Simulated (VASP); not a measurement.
Input of a VASP 6.6.1 run:

Contents of INCAR:

```
PREC = Accurate
ENCUT = 520
EDIFF = 1E-6
ISMEAR = 0
SIGMA = 0.1
LREAL = False
LASPH = True
NELM = 100
ALGO = Normal
ISIF = 2
LWAVE = False
LCHARG = False
GGA = PE
NBANDS = 31
```

The input KPOINTS:

```
regular mesh
0
Gamma
  6 6 4
```

The input POSCAR:

```
As3O
1.0
    4.8072733473      0.0000000000      0.0000000000
   -2.4036366736      4.1632208417      0.0000000000
    0.0000000000      0.0000000000      6.6691049720
As O
6 2
Direct
    0.0000000000      0.0000000000      0.2500000000
    0.0000000000      0.0000000000      0.7500000000
    0.3333333333      0.6666666667      0.9655577898
    0.6666666667      0.3333333333      0.0344422102
    0.6666666667      0.3333333333      0.4655577898
    0.3333333333      0.6666666667      0.5344422102
    0.3333333333      0.6666666667      0.2500000000
    0.6666666667      0.3333333333      0.7500000000
```

Potentials or basis: VASP PAW PBE potentials, release 64 (As, O).

Run with:

```console
$ cat potpaw_PBE.64/As/POTCAR potpaw_PBE.64/O/POTCAR > POTCAR
$ mpirun -np 1 vasp_std > vasp.out
```

(1) Predict the largest force.

(2) What does it give for the pressure?

(3) Predict the band gap on the k mesh.

## Answers

(1) 0.089 eV/Å.

(2) 0.3 GPa.

(3) zero (band 21 reaches 6.43 eV, above the bottom of band 22 at 5.30 eV).
